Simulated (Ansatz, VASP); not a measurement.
Two plane-wave programs on AlH5

Contents of INCAR:

```
PREC     = Accurate       # precision mode
ENCUT    = 500            # plane-wave cutoff, eV
EDIFF    = 1E-7           # SCF threshold, eV
ISMEAR   = 0              # smearing method
SIGMA    = 0.1            # smearing width, eV
LREAL    = F              # projectors in reciprocal space
LASPH    = T              # aspherical terms in the spheres
NELM     = 120            # most SCF steps
ALGO     = Normal         # electronic algorithm
ISIF     = 3              # what is computed and relaxed
LWAVE    = F              # write WAVECAR
LCHARG   = F              # write CHGCAR
GGA      = PE             # functional
IBRION   = 2              # ionic algorithm
NSW      = 90             # ionic steps
EDIFFG   = -0.04          # ionic threshold
GGA_COMPAT= F            
NELMIN   = 4
```

Contents of KPOINTS:

```
Automatic mesh
0
Gamma
  4 4 4
```

Contents of POSCAR:

```
AlH5
1.0
    3.7842855500      0.0000000000      0.0000000000
    0.0000000000      3.7842855500      0.0000000000
    0.0000000000      0.0000000000      3.7842855500
Al H
1 5
Direct
    0.0000000000      0.0000000000      0.0000000000
    0.3305600700      0.3305600700      0.3305600700
    0.6694399300      0.6694399300      0.3305600700
    0.6694399300      0.3305600700      0.6694399300
    0.3305600700      0.6694399300      0.6694399300
    0.5000000000      0.5000000000      0.5000000000
```

Input for Ansatz:

```yaml
crystal:
  lattice:
    - [3.78428555, 0.0, 0.0]
    - [0.0, 3.78428555, 0.0]
    - [0.0, 0.0, 3.78428555]
  atoms:
    - { symbol: Al, position: [0.0, 0.0, 0.0] }
    - { symbol: H, position: [0.33056007, 0.33056007, 0.33056007] }
    - { symbol: H, position: [0.66943993, 0.66943993, 0.33056007] }
    - { symbol: H, position: [0.66943993, 0.33056007, 0.66943993] }
    - { symbol: H, position: [0.33056007, 0.66943993, 0.66943993] }
    - { symbol: H, position: [0.5, 0.5, 0.5] }
basis:
  ecutwfc: 420
kpoints:
  mp_grid: { grid: [4, 4, 4] }
hamiltonian:
  xc: pbe
scf:
  occupations: { method: gaussian, width: 0.1 }
  lower_state_search: "off"
output:
  forces: true
  stress: true
  eigenvalues: true
relax:
  adjacent_minimum: "off"
  f_tol: 0.04
  max_steps: 70
  cell: { stress_tol: 0.4 }
```

Alike in both runs: task relaxation of cell and atoms; functional PBE; k mesh 4 × 4 × 4; occupations gaussian, width 0.1 eV; no spin polarisation.

|  | VASP | Ansatz |
| --- | --- | --- |
| version | VASP 6.6.1 | Ansatz 0.2.0 |
| potentials or method | VASP PAW PBE potentials, release 64 (Al, H), cutoff 500 eV | scalar-relativistic, plane waves, PAW |
| valence electrons in the cell | 8 | 8 |

|  | VASP | Ansatz | Ansatz less VASP |
| --- | --- | --- | --- |
| gap on the k mesh at the Fermi level, each at its own relaxed structure (eV) | none | none | - |
| relaxed volume (Å³/atom) | 6.94 | 6.91 | -0.031 |
| relaxed cell length with the largest relative difference (Å) | 3.467 | 3.461 | -0.0052 |

A gap of «none» marks a metal or a gap that the smearing closes.

The k mesh is coarse, so the values compare programs but aren't converged. Noted on VASP's run: the volume moved by over 15 % at a fixed basis, so the end points are rough.
